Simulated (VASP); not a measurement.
# SiNi3 (P4mm) in VASP: single point with PBE

Aim: the single point of SiNi3 with PBE.

Everything below comes from runs of VASP 6.6.1. Logs are shortened: lines on timing, memory, paths and dates and some standing lists are left out, and cuts for length are marked.

## (1) The cell of the first run

The structure is tetragonal, space group P4mm (No. 99). Conventional cell: a = 3.506 Å, b = 3.506 Å, c = 11.019 Å, α = 90.00°, β = 90.00°, γ = 90.00°. Si (site symmetry 4mm) has 12 Ni at 2.48 Å within 3.3 Å. Si (site symmetry 4mm) has 12 Ni at 2.48 Å within 3.3 Å. Within 3.3 Å of Si (site symmetry 4mm) lie 12 Ni at 2.48 to 2.85 Å. Within 3.3 Å of Ni (site symmetry 4mm) lie 4 Si at 2.48 Å and 8 Ni at 2.48 to 2.85 Å. Ni (site symmetry 4mm) has 8 Ni at 2.48 Å and 4 Si at 2.48 Å within 3.3 Å. Within 3.3 Å of Ni (site symmetry 4mm) lie 8 Ni at 2.48 Å and 4 Si at 2.48 Å. Ni (site symmetry 2mm) has 8 Ni at 2.48 to 2.85 Å and 4 Si at 2.48 to 2.85 Å within 3.3 Å. Ni (site symmetry 2mm) has 4 Si at 2.48 Å and 8 Ni at 2.48 Å within 3.3 Å.

## (2) Single point, PBE (the distance across one plane changed)

INCAR reads:

```
ALGO = Fast ; EDIFF = 1E-6
ENCUT = 520 ; GGA = PE
ISIF = 2 ; ISMEAR = 0
LASPH = T ; LCHARG = F
LREAL = F ; LWAVE = F
NBANDS = 63 ; NELM = 60
PREC = Accurate ; SIGMA = 0.15
```

KPOINTS reads:

```
k-points
0
Gamma
  13 13 5
```

POSCAR reads:

```
SiNi3
1.0
    0.0000000000     -3.5062596265      0.0000000000
    0.0000000000      0.0000000000     -3.5062596265
   11.0187788796      0.0000000000      0.0000000000
Si Ni
3 9
Direct
    1.0000000000      1.0000000000      0.2386398199
    1.0000000000      1.0000000000      0.5568474602
    1.0000000000      1.0000000000      0.8750551005
    0.5000000000      0.5000000000      0.8750551005
    0.5000000000      0.5000000000      0.2386398199
    0.5000000000      0.5000000000      0.5568474602
    0.0000000000      0.5000000000      0.0795359997
    0.0000000000      0.5000000000      0.3977436400
    0.0000000000      0.5000000000      0.7159512803
    0.5000000000      1.0000000000      0.0795359997
    0.5000000000      1.0000000000      0.3977436400
    0.5000000000      1.0000000000      0.7159512803
```

Potentials or basis: VASP PAW PBE potentials, release 64 (Si, Ni).

Launch:

```console
$ cat potpaw_PBE.64/Si/POTCAR potpaw_PBE.64/Ni/POTCAR > POTCAR
$ mpirun -np 1 vasp_std > vasp.out
```

OUTCAR:

```text
EDIFF = 1E-6
   ENCUT = 520
   GGA = PE
   ISIF = 2
   ISMEAR = 0
   LASPH = T
   LREAL = F
   NELM = 60
   PREC = Accurate

 ion  position               nearest neighbor table
   1  0.000  0.000  0.239-   8 2.48  11 2.48   8 2.48  11 2.48   5 2.48   5 2.48   5 2.48   5 2.48
                            10 2.48  10 2.48   7 2.48   7 2.48
   2  0.000  0.000  0.557-   9 2.48  12 2.48   9 2.48  12 2.48   6 2.48   6 2.48   6 2.48   6 2.48
                            11 2.48  11 2.48   8 2.48   8 2.48
   3  0.000  0.000  0.875-   4 2.48   4 2.48   4 2.48   4 2.48   9 2.48  12 2.48  12 2.48   9 2.48
                            10 2.85  10 2.85   7 2.85   7 2.85
   4  0.500  0.500  0.875-   3 2.48   3 2.48   3 2.48   3 2.48  12 2.48  12 2.48   9 2.48   9 2.48
                            10 2.85   7 2.85  10 2.85   7 2.85
   5  0.500  0.500  0.239-   8 2.48  11 2.48  11 2.48   8 2.48   1 2.48   1 2.48   1 2.48   1 2.48
                            10 2.48   7 2.48  10 2.48   7 2.48
   6  0.500  0.500  0.557-   9 2.48  12 2.48  12 2.48   9 2.48   2 2.48   2 2.48   2 2.48   2 2.48
                            11 2.48   8 2.48  11 2.48   8 2.48
   7  0.000  0.500  0.080-  10 2.48  10 2.48  10 2.48  10 2.48   5 2.48   5 2.48   1 2.48   1 2.48
                             4 2.85   3 2.85   3 2.85   4 2.85
   8  0.000  0.500  0.398-   1 2.48   5 2.48   1 2.48   5 2.48  11 2.48  11 2.48  11 2.48  11 2.48
                             6 2.48   6 2.48   2 2.48   2 2.48
   9  0.000  0.500  0.716-   2 2.48   6 2.48   2 2.48   6 2.48  12 2.48  12 2.48  12 2.48  12 2.48
                             4 2.48   3 2.48   3 2.48   4 2.48
  10  0.500  0.000  0.080-   7 2.48   7 2.48   7 2.48   7 2.48   5 2.48   1 2.48   1 2.48   5 2.48
                             4 2.85   3 2.85   3 2.85   4 2.85
  11  0.500  0.000  0.398-   1 2.48   5 2.48   5 2.48   1 2.48   8 2.48   8 2.48   8 2.48   8 2.48
                             6 2.48   2 2.48   6 2.48   2 2.48
  12  0.500  0.000  0.716-   2 2.48   6 2.48   6 2.48   2 2.48   9 2.48   9 2.48   9 2.48   9 2.48
                             4 2.48   3 2.48   3 2.48   4 2.48

  LATTYP: Found a simple tetragonal cell.
 ALAT       =     3.5062596265
 C/A-ratio  =     3.1426021041

  Lattice vectors:

 A1 = (   0.0000000000,  -3.5062596265,   0.0000000000)
 A2 = (   0.0000000000,   0.0000000000,  -3.5062596265)
 A3 = (  11.0187788796,   0.0000000000,   0.0000000000)

Analysis of symmetry for initial positions (statically):
=====================================================================
 Subroutine PRICEL returns:
 Original cell was already a primitive cell.

 Routine SETGRP: Setting up the symmetry group for a
 simple tetragonal supercell.

 Subroutine GETGRP returns: Found  8 space group operations
 (whereof  8 operations were pure point group operations)
 out of a pool of 16 trial point group operations.

The static configuration has the point symmetry C_4v.

Analysis of symmetry for dynamics (positions and initial velocities):
=====================================================================
 Subroutine PRICEL returns:
 Original cell was already a primitive cell.

 Routine SETGRP: Setting up the symmetry group for a
 simple tetragonal supercell.

 Subroutine GETGRP returns: Found  8 space group operations
 (whereof  8 operations were pure point group operations)
 out of a pool of 16 trial point group operations.

The dynamic configuration has the point symmetry C_4v.

 Subroutine INISYM returns: Found  8 space group operations
 (whereof  8 operations are pure point group operations),
 and found     1 'primitive' translations

----------------------------------------------------------------------------------------

                                     Primitive cell

  volume of cell :     135.4633

  direct lattice vectors                    reciprocal lattice vectors
     0.000000000 -3.506259626  0.000000000     0.000000000 -0.285204208  0.000000000
     0.000000000  0.000000000 -3.506259626     0.000000000  0.000000000 -0.285204208
    11.018778880  0.000000000  0.000000000     0.090754158  0.000000000  0.000000000

  length of vectors
     3.506259626  3.506259626 11.018778880     0.285204208  0.285204208  0.090754158

  position of ions in fractional coordinates (direct lattice)
     0.000000000  0.000000000  0.238639820
     0.000000000  0.000000000  0.556847460
     0.000000000  0.000000000  0.875055100
     0.500000000  0.500000000  0.875055100
     0.500000000  0.500000000  0.238639820
     0.500000000  0.500000000  0.556847460
     0.000000000  0.500000000  0.079536000
     0.000000000  0.500000000  0.397743640
     0.000000000  0.500000000  0.715951280
     0.500000000  0.000000000  0.079536000
     0.500000000  0.000000000  0.397743640
     0.500000000  0.000000000  0.715951280

  ion indices of the primitive-cell ions
   primitive index   ion index
                 1           1
                 2           2
                 3           3
                 4           4
                 5           5
                 6           6
                 7           7
                 8           8
                 9           9
                10          10
                11          11
                12          12

----------------------------------------------------------------------------------------

 KPOINTS: k-points

Automatic generation of k-mesh.
 Grid dimensions read from file:
 generate k-points for:   13   13    5

 Generating k-lattice:

  Cartesian coordinates                     Fractional coordinates (reciprocal lattice)
     0.000000000 -0.021938785  0.000000000     0.076923077  0.000000000  0.000000000
     0.000000000  0.000000000 -0.021938785     0.000000000  0.076923077  0.000000000
     0.018150832  0.000000000  0.000000000     0.000000000  0.000000000  0.200000000

  Length of vectors
     0.021938785  0.021938785  0.018150832

  Shift w.r.t. Gamma in fractional coordinates (k-lattice)
     0.000000000  0.000000000  0.000000000

 Subroutine IBZKPT returns following result:
 ===========================================

 Found     84 irreducible k-points:

 Following reciprocal coordinates:
            Coordinates               Weight
  0.000000  0.000000  0.000000      1.000000
  0.076923  0.000000  0.000000      4.000000
  0.153846  0.000000  0.000000      4.000000
  0.230769  0.000000  0.000000      4.000000
  0.307692  0.000000  0.000000      4.000000
  0.384615  0.000000  0.000000      4.000000
[... 16 lines left out ...]
  0.307692  0.307692  0.000000      4.000000
  0.384615  0.307692  0.000000      8.000000
 [... further k-points ...]
   k-points           NKPTS =     84   k-points in BZ     NKDIM =     84   number of bands    NBANDS=     63
   number of dos      NEDOS =    301   number of ions     NIONS =     12
   total plane-waves  NPLWV =  65856
   dimension x,y,z NGX =    28 NGY =   28 NGZ =   84
   dimension x,y,z NGXF=    56 NGYF=   56 NGZF=  168
   ions per type =               3   9
   NGX,Y,Z   is equivalent  to a cutoff of  13.28, 13.28, 12.67 a.u.
   NGXF,Y,Z  is equivalent  to a cutoff of  26.55, 26.55, 25.35 a.u.
 SYSTEM =  unknown system
   PREC   = accura    normal or accurate (medium, high low for compatibility)
   ISTART =      0    job   : 0-new  1-cont  2-samecut
   ICHARG =      2    charge: 1-file 2-atom 10-const
   ISPIN  =      1    spin polarized calculation?
   LNONCOLLINEAR =      F non collinear calculations
   LSORBIT =      F    spin-orbit coupling
   LASPH  =      T    aspherical Exc in radial PAW
   ENCUT  =  520.0 eV  38.22 Ry    6.18 a.u.   6.52  6.52 20.49*2*pi/ulx,y,z
   NELM   =     60;   NELMIN=  2; NELMDL= -5     # of ELM steps
   EDIFF  = 0.1E-05   stopping-criterion for ELM
   LREAL  =      F    real-space projection
   EDIFFG = 0.1E-04   stopping-criterion for IOM
   NSW    =      0    number of steps for IOM
   IBRION =     -1    ionic relax: 0-MD 1-quasi-New 2-CG
   NFREE  =      0    steps in history (QN), initial steepest desc. (CG)
   ISIF   =      2    stress and relaxation
   ISYM   =      2    0-nonsym 1-usesym 2-fastsym
   POTIM  = 0.5000    time-step for ionic-motion
   TEBEG  =    0.0;   TEEND  =   0.0 temperature during run
   PSTRESS=    0.0 pullay stress
   NELECT =     102.0000    total number of electrons
   NUPDOWN=      -1.0000    fix difference up-down
   EMIN   =  10.00;   EMAX   =-10.00  energy-range for DOS
   EFERMI =   0.00;   METHOD = LEGACY
   ISMEAR =     0;   SIGMA  =   0.15  broadening in eV -4-tet -1-fermi 0-gaus
   EFERMI_NEDOS =   21; number of points for ismear=-14 and -15
   IALGO  =     68    algorithm
   IMIX   =      4    mixing-type and parameters
     AMIX     =   0.40;   BMIX     =  1.00
     AMIX_MAG =   1.60;   BMIX_MAG =  1.00
  volume/ion in A,a.u.               =      11.29        76.18
  Fermi-wavevector in a.u.,A,eV,Ry     =   1.489365  2.814491 30.180536  2.218207
  Thomas-Fermi vector in A             =   2.602282
   LORBIT       =      0    0 simple, 1 ext, 2 COOP (PROOUT), +10 PAW based schemes
   GGA     = PE    functional components
   LHFCALC =     F    Hartree Fock is set to
   AEXX    =    0.0000 exact exchange contribution
   IVDW    =     0    specifies the selected vdW correction
   LEPSILON=     F    determine dielectric tensor
   LRPA    =     F    only Hartree local field effects (RPA)
 non-spin polarized calculation
 RMM-DIIS sequential band-by-band and
 Gauss-broadening in eV      SIGMA  =   0.15
  energy-cutoff  :      520.00
  volume of cell :      135.46
 maximum number of plane-waves:      3685
 NGX is ok and might be reduce to    28
   NGX = 13   NGY = 13   NGZ = 41

 number of electron     101.9999940 magnetization

 Free energy of the ion-electron system (eV)
  ---------------------------------------------------
  ext. energy  EPLUGINS =         0.00000000
  ---------------------------------------------------
  free energy    TOTEN  =       -70.20790974 eV

  energy without entropy =      -70.14265996  energy(sigma->0) =      -70.17528485

 E-fermi :  10.0083     XC(G=0): -12.8240

 val. band max:       10.0079274535   @ k =   0.1538   0.0769   0.4000
 cond. band min:      10.0106544721   @ k =   0.1538   0.0000   0.0000
 fundamental gap:      0.0027270186
 Fermi energy:        10.0082822062

 k-point     1 :       0.0000    0.0000    0.0000
  band No.  band energies     occupation
      1      -1.7378      2.00000
      2      -0.7577      2.00000
      3      -0.2888      2.00000
      4       3.3866      2.00000
      5       3.7712      2.00000
      6       5.2373      2.00000
[... 55 lines left out ...]
     62      16.1718      0.00000
     63      16.5083      0.00000

 k-point     2 :       0.0769    0.0000    0.0000
  band No.  band energies     occupation
      1      -1.6689      2.00000
      2      -0.6938      2.00000
      3      -0.2264      2.00000
      4       3.4412      2.00000
      5       3.8246      2.00000
      6       5.2547      2.00000
[... 55 lines left out ...]
     62      15.9006      0.00000
     63      16.0144      0.00000

 k-point     3 :       0.1538    0.0000    0.0000
  band No.  band energies     occupation
      1      -1.4647      2.00000
      2      -0.5047      2.00000
      3      -0.0419      2.00000
      4       3.5996      2.00000
      5       3.9788      2.00000
      6       5.2043      2.00000
[... 1375 lines left out ...]
     62      14.6769      0.00000
     63      14.7421      0.00000

 k-point    24 :       0.3846    0.3077    0.0000
  band No.  band energies     occupation
      1       0.6810      2.00000
      2       1.2975      2.00000
      3       1.6763      2.00000
      4       3.9006      2.00000
      5       4.3635      2.00000
      6       4.5780      2.00000
[... 55 lines left out ...]
     62      14.3755      0.00000
     63      14.7599      0.00000

 [... further k-points ...]

------------------------ aborting loop because EDIFF is reached ----------------------------------------

  FORCE on cell =-STRESS in cart. coord.  units (eV):
  Direction    XX          YY          ZZ          XY          YZ          ZX
  --------------------------------------------------------------------------------------
  -------------------------------------------------------------------------------------
  Total       -7.3739125     -2.8721104     -2.8721104      0.0000000      0.0000000     -0.0000000
  in kB      -87.2141503    -33.9695742    -33.9695742      0.0000000      0.0000000     -0.0000000
  external PRESSURE =     -51.7177663 kB  Pullay stress =       0.0000000 kB

 VOLUME and BASIS-vectors are now :
 -----------------------------------------------------------------------------
  energy-cutoff  :      520.00
  volume of cell :      135.46
      direct lattice vectors                 reciprocal lattice vectors
     0.000000000 -3.506259626  0.000000000     0.000000000 -0.285204208  0.000000000
     0.000000000  0.000000000 -3.506259626     0.000000000  0.000000000 -0.285204208
    11.018778880  0.000000000  0.000000000     0.090754158  0.000000000  0.000000000

 POSITION                                       TOTAL-FORCE (eV/Angst)
 -----------------------------------------------------------------------------------
      2.62952      0.00000      0.00000        -0.388968     -0.000000      0.000000
      6.13578      0.00000      0.00000        -0.083300      0.000000      0.000000
      9.64204      0.00000      0.00000         0.701424     -0.000000      0.000000
      9.64204     -1.75313     -1.75313         1.661317     -0.000000     -0.000000
      2.62952     -1.75313     -1.75313        -0.239807     -0.000000      0.000000
      6.13578     -1.75313     -1.75313         0.061398     -0.000000      0.000000
      0.87639      0.00000     -1.75313        -0.970896     -0.000000     -0.000000
      4.38265      0.00000     -1.75313        -0.000984     -0.000000     -0.000000
      7.88891      0.00000     -1.75313         0.115848     -0.000000      0.000000
      0.87639     -1.75313      0.00000        -0.970896     -0.000000      0.000000
      4.38265     -1.75313      0.00000        -0.000984     -0.000000      0.000000
      7.88891     -1.75313      0.00000         0.115848      0.000000      0.000000
 -----------------------------------------------------------------------------------
    total drift:                                0.000462     -0.000000      0.000000

  FREE ENERGIE OF THE ION-ELECTRON SYSTEM (eV)
  ---------------------------------------------------
  free  energy   TOTEN  =       -70.2079097355 eV

  energy  without entropy=      -70.1426599551  energy(sigma->0) =      -70.17528485
```

It took 20 min on 1 thread of Intel Xeon 8259CL, shared host; peak memory 0.59 GiB.

Results:

| Item | Value |
| --- | --- |
| Free energy | -70.2079 eV |
| Pressure | -5.2 GPa |
| Largest force | 1.661 eV/Å |
| Band gap on the k mesh | zero (bands 51 and 52 overlap by 0.50 eV) |

Forces on the atoms (eV/Å):
```
Si  -0.389  0.000  0.000
Si  -0.083  0.000  0.000
Si   0.701  0.000  0.000
Ni   1.661  0.000  0.000
Ni  -0.240  0.000  0.000
Ni   0.061  0.000  0.000
Ni  -0.971  0.000  0.000
Ni  -0.001  0.000  0.000
Ni   0.116  0.000  0.000
Ni  -0.971  0.000  0.000
Ni  -0.001  0.000  0.000
Ni   0.116  0.000  0.000
```

Caveat: the cell differs from its parent crystal (the distance across one plane changed); the stress differs along the axes, from -9 to -3 GPa; forces of over 1 eV/Å act on the atoms, so gaps and moduli don't describe the material at rest.
